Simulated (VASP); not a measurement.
A run of VASP 6.6.1 is set up as follows.

Contents of INCAR:

```
ALGO = Normal ; EDIFF = 1E-6
ENCUT = 520 ; ISIF = 2
ISMEAR = -1 ; LASPH = T
LCHARG = T ; LELF = T
LREAL = F ; LVHAR = T
LWAVE = F ; NBANDS = 14
NELM = 80 ; PREC = Accurate
SIGMA = 0.1
```

Contents of KPOINTS:

```
k-points
0
Gamma
  14 14 14
```

File POSCAR:

```
Bi
1.0
    0.0000000000      2.0696716832      2.0696716832
    2.0696716832      0.0000000000      2.0696716832
    2.0696716832      2.0696716832      0.0000000000
Bi
1
Direct
    0.0000000000      0.0000000000      0.0000000000
```

Potentials or basis: VASP PAW LDA potentials, release 64 (Bi_d).

The run is started by

```console
$ cat potpaw_LDA.64/Bi_d/POTCAR > POTCAR
$ mpirun -np 1 vasp_std > vasp.out
```

Problem. Estimate the pressure.

Solution. 106.0 GPa.
